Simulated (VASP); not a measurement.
Runs of VASP 6.6.1 on BaS. The structure is that of space group Fm-3m (No. 225), or close to it. The cells are those of the table. 

```csv
task,level,potentials or basis,spin,cell,k mesh for the DOS,occupations for the DOS,gap on the mesh (eV),pressure (GPa)
single point,PBE,"VASP PAW PBE potentials, release 64 (Ba_sv, S)",off,"a = 4.356 Å, angles 60.0°, 2 atoms",-,-,1.89,8.0
single point,PBE,"VASP PAW PBE potentials, release 64 (Ba_sv, S)",off,"a = 4.500 Å, angles 60.0°, 2 atoms",-,-,2.09,2.0
single point,PBE,"VASP PAW PBE potentials, release 64 (Ba_sv, S)",off,"a = 4.693 Å, angles 60.0°, 2 atoms",-,-,(d),-2.8
single point,r2SCAN,"VASP PAW PBE potentials, release 64 (Ba_sv, S)",off,"a = 4.546 Å, angles 60.0°, 2 atoms",-,-,2.50,0.5
single point,PBE,"VASP PAW PBE potentials, release 64 (Ba_sv, S)",off,"a = 4.453 Å, angles 60.0°, 2 atoms",-,-,2.03,(c)
single point,PBE,"VASP PAW PBE potentials, release 64 (Ba_sv, S)",off,"a = 4.591 Å, angles 60.0°, 2 atoms",-,-,2.18,-0.7
single point,PBE,"VASP PAW PBE potentials, release 64 (Ba_sv, S)",off,"a = 4.635 Å, angles 60.0°, 2 atoms",-,-,2.22,(a)
single point,PBE,"VASP PAW PBE potentials, release 64 (Ba_sv, S)",off,"a = 4.405 Å, angles 60.0°, 2 atoms",-,-,1.96,5.6
single point,PBE,"VASP PAW PBE potentials, release 64 (Ba_sv, S)",off,"a = 4.546 Å, angles 60.0°, 2 atoms",-,-,(b),0.5
```

Alike in all rows: k mesh 8 × 8 × 8; cutoff (eV) 520; smearing gaussian 0.02 eV.

Problem. Estimate the missing entries.

Solution. (a) -1.7; (b) 2.14; (c) 3.7; (d) 2.26.

Caveats: spin-orbit coupling is left out, which moves the levels of the heavy elements; the PAW data sets were made with another functional, which shifts forces and pressure a little (some runs).

A k mesh can miss the band edges, and the runs leave out spin-orbit coupling on Ba.
